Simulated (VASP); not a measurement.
Wanted: the native input for a VASP 6.6.1 run.

| Quantity | Value |
| --- | --- |
| Task | electric field gradients |
| Functional | PBE |
| Potentials or basis | VASP PAW PBE potentials, release 64 (Ti_sv) |
| Cutoff | 520 eV |
| k mesh | 13 × 13 × 7 |
| Occupations | fermi-dirac, width 0.08 eV |
| Spin | no spin polarisation |
| Dipole correction | no |
| Further INCAR settings | ALGO = Normal; EDIFF = 1e-08; NBANDS = 19 |

The structure of Ti lies in POSCAR:

```
Ti
1.0
    2.9499978604      0.0000000000      0.0000000000
   -1.4749989302      2.5547730882      0.0000000000
    0.0000000000      0.0000000000      4.6860000000
Ti
2
Direct
    0.3333333333      0.6666666667      0.2500000000
    0.6666666667      0.3333333333      0.7500000000
```

The input as run:

INCAR

```
  ALGO = Normal
  EDIFF = 1E-8
  ENCUT = 520
  GGA = PE
  ISIF = 2
  ISMEAR = -1
  LASPH = T
  LCHARG = F
  LEFG = T
  LREAL = F
  LWAVE = F
  NBANDS = 19
  NELM = 80
  PREC = Accurate
  SIGMA = 0.08
```

KPOINTS

```
k-points
0
Gamma
  13 13 7
```

Potentials or basis: VASP PAW PBE potentials, release 64 (Ti_sv).

Command:

```sh
$ cat potpaw_PBE.64/Ti_sv/POTCAR > POTCAR
$ mpirun -np 1 vasp_std > vasp.out
```

It gave:

- Pressure: -1.8 GPa
- Band gap on the k mesh: zero (band 12 reaches 8.93 eV, above the bottom of band 13 at 7.84 eV)

Caveat: without QUAD_EFG the Cq values of the log hold for a quadrupole moment of 1 mb, not for the nuclei.

It took 44 s on 1 thread of Intel Xeon 6975P-C, with other jobs on the host, peak memory 0.18 GiB.
